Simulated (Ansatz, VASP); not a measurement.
## Two plane-wave programs on Br

```
Br
1.0
     3.31690   -2.19117    0.00000
     3.30261    2.16989    0.00000
     0.00000    0.00000    8.58449
Br
4
Direct
  0.07942 0.87493 0.12291
  0.57942 0.37493 0.37709
  0.92058 0.12507 0.87264
  0.42058 0.62507 0.62736
```

Alike in both runs: task single point; functional PBE; k mesh 8 × 8 × 4; occupations gaussian, width 0.02 eV; no spin polarisation.

|  | VASP | Ansatz |
| --- | --- | --- |
| version | VASP 6.6.1 | Ansatz 0.2.0 |
| potentials or method | VASP PAW PBE potentials, release 64 (Br), cutoff 520 eV | scalar-relativistic, plane waves, PAW |
| valence electrons in the cell | 28 | 28 |

```csv
,VASP,Ansatz,Ansatz less VASP
gap on the k mesh at the Fermi level (eV),1.03,1.03,-0.001
least direct gap on the mesh (eV),1.03,1.03,-0.001
pressure (GPa),3.0,3.0,-0.01
"traceless stress, the component that is largest in VASP (GPa)",1.86,1.83,-0.024
rms of the force components (eV/Å),0.207,0.205,-0.0018
```

Atom by atom the forces differ by 0.004 eV/Å (rms over components).
